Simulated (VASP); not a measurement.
Wanted: the native input for a VASP 6.6.1 run.

* Task: single point
* Functional: HSE06
* Potentials or basis: VASP PAW PBE potentials, release 64 (Ca_sv)
* Cutoff: 520 eV
* k mesh: 6 × 6 × 6
* Occupations: fermi-dirac, width 0.1 eV
* Spin: no spin polarisation
* Dipole correction: no
* Grid for exact exchange (PRECFOCK): Normal
* Further INCAR settings: ALGO = Normal; EDIFF = 1e-06; NBANDS = 11
* Share of exact exchange: 0.25
* Screening parameter: 0.2079 1/Å

Ca:

```
Ca
1.0
     0.00000    2.76917    2.76917
     2.76917    0.00000    2.76917
     2.76917    2.76917    0.00000
Ca
1
Direct
  0.00000 0.00000 0.00000
```

The input as run:

POSCAR

```
Ca
1.0
    0.0000000000      2.7691695026      2.7691695026
    2.7691695026      0.0000000000      2.7691695026
    2.7691695026      2.7691695026      0.0000000000
Ca
1
Direct
    0.0000000000      0.0000000000      0.0000000000
```

INCAR.step1

```
SYSTEM = Ca
PREC = Accurate
ENCUT = 520
EDIFF = 1E-5
ISMEAR = -1
SIGMA = 0.1
LREAL = .False.
LASPH = .True.
NELM = 60
ALGO = Normal
ISIF = 2
LWAVE = .True.
LCHARG = .False.
GGA = PE
NBANDS = 11
```

INCAR.step2

```
SYSTEM = Ca
PREC = Accurate
ENCUT = 520
EDIFF = 1E-6
ISMEAR = -1
SIGMA = 0.1
LREAL = .False.
LASPH = .True.
NELM = 60
ALGO = Normal
ISIF = 2
LWAVE = .False.
LCHARG = .False.
GGA = PE
LHFCALC = .True.
HFSCREEN = 0.2079
PRECFOCK = Normal
ISTART = 1
NBANDS = 11
```

KPOINTS

```
Automatic mesh
0
Gamma
  6 6 6
  0 0 0
```

Potentials or basis: VASP PAW PBE potentials, release 64 (Ca_sv).

Launch:

```console
$ cat potpaw_PBE.64/Ca_sv/POTCAR > POTCAR
$ cp INCAR.step1 INCAR
$ mpirun -np 1 vasp_std > vasp.out
$ cp INCAR.step2 INCAR
$ mpirun -np 1 vasp_std > vasp.out
```

Results of the run:

The pressure is 0.5 GPa and the band gap on the k mesh is zero (bands 5 and 6 overlap by 0.51 eV).

Caveat: the PAW data sets were made with another functional, which shifts forces and pressure a little.

Run time: 22 min on 1 thread of Intel(R) Xeon(R) Platinum 8259CL CPU @ 2.50GHz (Skylake/Cascade Lake), with other jobs on the host, peak memory 0.29 GiB.
